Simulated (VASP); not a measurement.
A run of VASP 6.6.1:

The input INCAR:

```
ALGO = Normal
EDIFF = 1E-6
ENCUT = 520
GGA = PS
ISIF = 2
ISMEAR = 0
LASPH = T
LCHARG = T
LELF = T
LREAL = F
LVHAR = T
LWAVE = F
NBANDS = 14
NELM = 100
PREC = Accurate
SIGMA = 0.1
```

The input KPOINTS:

```
k-points
0
Gamma
  16 16 16
```

File POSCAR:

```
HfB
1.0
    0.0000000000      2.3450779169      2.3450779169
    2.3450779169      0.0000000000      2.3450779169
    2.3450779169      2.3450779169      0.0000000000
Hf B
1 1
Direct
    0.5000000000      0.5000000000      0.5000000000
    0.0000000000      0.0000000000      0.0000000000
```

Potentials or basis: VASP PAW PBE potentials, release 64 (Hf_pv, B).

Launch:

```sh
$ cat potpaw_PBE.64/Hf_pv/POTCAR potpaw_PBE.64/B/POTCAR > POTCAR
$ mpirun -np 1 vasp_std > vasp.out
```

Hardware: 1 thread of Intel(R) Xeon(R) Platinum 8375C CPU @ 2.90GHz (Ice Lake), with other jobs on the host.

**Question.** Estimate the wall time of this run.

**Answer.** Run time: 47 s on 1 thread of Intel(R) Xeon(R) Platinum 8375C CPU @ 2.90GHz (Ice Lake), on a shared host, peak memory 0.2 GiB. Counts: scf iterations 12, k points 145.
